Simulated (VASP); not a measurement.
A run of VASP 6.6.1:

INCAR

```
ALGO = Normal
EDIFF = 1E-6
ENCUT = 520
GGA = PE
ISIF = 2
ISMEAR = -1
LASPH = True
LCHARG = False
LREAL = False
LWAVE = False
NBANDS = 16
NELM = 100
PREC = Accurate
SIGMA = 0.02
```

Contents of KPOINTS:

```
k-points
0
Gamma
  12 12 6
```

File POSCAR:

```
MgO
1.0
    3.3868637712      0.0000000000      0.0000000000
   -1.6934318856      2.9331100650      0.0000000000
    0.0000000000      0.0000000000      5.1853971216
Mg O
2 2
Direct
    0.3333333333      0.6666666667     -0.0086890280
    0.6666666667      0.3333333333      0.4913109720
    0.3333333333      0.6666666667      0.3836890280
    0.6666666667      0.3333333333      0.8836890280
```

Potentials or basis: VASP PAW PBE potentials, release 64 (Mg, O).

The run is started by

```bash
$ cat potpaw_PBE.64/Mg/POTCAR potpaw_PBE.64/O/POTCAR > POTCAR
$ mpirun -np 1 vasp_std > vasp.out
```

Hardware: 1 thread of Intel(R) Xeon(R) Platinum 8259CL CPU @ 2.50GHz (Skylake/Cascade Lake) (shared host).

How long does it take, and how much memory?

Run time: 48 s on 1 thread of Intel(R) Xeon(R) Platinum 8259CL CPU @ 2.50GHz (Skylake/Cascade Lake) (shared host), peak memory 0.21 GiB. Counts: scf iterations 13, k points 76.
